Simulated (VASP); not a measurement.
N:

```
N
1.0
     3.58042    0.00000    0.00000
    -1.79021    3.10073    0.00000
     0.00000    0.00000    7.64150
N
4
Cartesian
  0.0000 2.0672 2.4573
  0.0000 2.0672 1.3635
  1.7902 1.0336 6.2780
  1.7902 1.0336 5.1842
```

Base run:

| Quantity | Value |
| --- | --- |
| Program | VASP 6.6.1 |
| Functional | r2SCAN |
| Potentials or basis | VASP PAW PBE potentials, release 64 (N) |
| Cutoff | 520 eV |
| k mesh | 12 × 12 × 4 |
| Occupations | gaussian, width 0.01 eV |
| Spin | no spin polarisation |

Its results: band gap on the k mesh 7.70 eV (least direct gap 7.75 eV); pressure 3.1 GPa; largest force 2.245 eV/Å.

**Question.** The run is repeated on the same cell with these changes: functional from r2SCAN to LDA; potentials or basis from VASP PAW PBE potentials, release 64 (N) to VASP PAW LDA potentials, release 64 (N). What comes out?

**Answer.** Band gap on the k mesh 6.85 eV (least direct gap 6.90 eV); pressure 1.6 GPa; largest force 1.577 eV/Å.

Caveats: the standard files for N, O and F lose accuracy on very short bonds; the cell stands under pressure (at least some runs); the PAW data sets were made with another functional, which shifts forces and pressure a little (at least some runs); forces of over 1 eV/Å act on the atoms, so gaps and moduli don't describe the material at rest (at least some runs).

A k mesh can miss the band edges.
